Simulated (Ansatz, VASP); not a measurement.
KI in VASP and in Ansatz

```
K I
1.0
     0.00000    3.54457    3.54457
     3.54457    0.00000    3.54457
     3.54457    3.54457    0.00000
K I
1 1
Direct
  0.00000 0.00000 0.00000
  0.50000 0.50000 0.50000
```

Alike in both runs: task single point; functional PBE-based screened hybrid with a share of 0.4 of exact exchange and HFSCREEN = 0.3; k mesh 4 × 4 × 4; no spin polarisation.

|  | VASP | Ansatz |
| --- | --- | --- |
| version | VASP 6.6.1 | Ansatz 0.2.0 |
| potentials or method | VASP PAW PBE potentials, release 64 (K_sv, I) | plane waves |
| plane-wave cutoff (eV) | 520 | 420 |
| occupations | gaussian, width 0.01 eV | fixed |
| valence electrons in the cell | 16 | 26 |

Ansatz gave:

- gap on the k mesh at the Fermi level (eV): 5.21
- pressure (GPa): 0.2

Problem. Which values does VASP return?

Solution. gap on the k mesh at the Fermi level (eV): 5.20; pressure (GPa): 0.2.

VASP's potentials were made for PBE, not for PBE-based screened hybrid. VASP's potentials hold 16 valence electrons a cell and Ansatz's 26, so a difference there can come from the potentials and not from the codes. Ansatz's warnings: stress exchange threshold loose, stress scf threshold loose.

Neither program's run includes spin-orbit coupling.
